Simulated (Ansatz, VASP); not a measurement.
**SiNi2: VASP beside Ansatz**

```
Si Ni
1.0
     3.86846    0.00000    0.00000
    -1.93423    3.35019    0.00000
     0.00000    0.00000    4.91699
Si Ni
2 4
Direct
  0.33333 0.66667 0.78401
  0.66667 0.33333 0.21599
  0.00000 0.00000 0.00000
  0.00000 0.00000 0.50000
  0.33333 0.66667 0.28813
  0.66667 0.33333 0.71187
```

Change from the starting cell: mode 4 (122.1 1/cm) frozen in, largest displacement +0.188 Å.

Alike in both runs: task single point; functional PBEsol; k mesh 12 × 12 × 10; occupations gaussian, width 0.15 eV; no spin polarisation.

|  | VASP | Ansatz |
| --- | --- | --- |
| version | VASP 6.6.1 | Ansatz 0.2.0 |
| potentials or method | VASP PAW PBE potentials, release 64 (Si, Ni), cutoff 520 eV | scalar-relativistic, plane waves, PAW |
| valence electrons in the cell | 48 | 80 |

```tsv
	VASP	Ansatz	Ansatz less VASP
gap on the k mesh at the Fermi level (eV)	none	none	-
pressure (GPa)	-0.3	-0.5	-0.20
traceless stress, the component that is largest in VASP (GPa)	-0.91	-0.79	+0.113
rms of the force components (eV/Å)	0.206	0.212	+0.0064
```

VASP's potentials were made for PBE, not for PBEsol. Atom by atom the forces differ by 0.007 eV/Å (rms over components). A gap of «none» marks a metal or a gap that the smearing closes. VASP's potentials hold 48 valence electrons a cell and Ansatz's 80, so a difference there can come from the potentials and not from the codes.
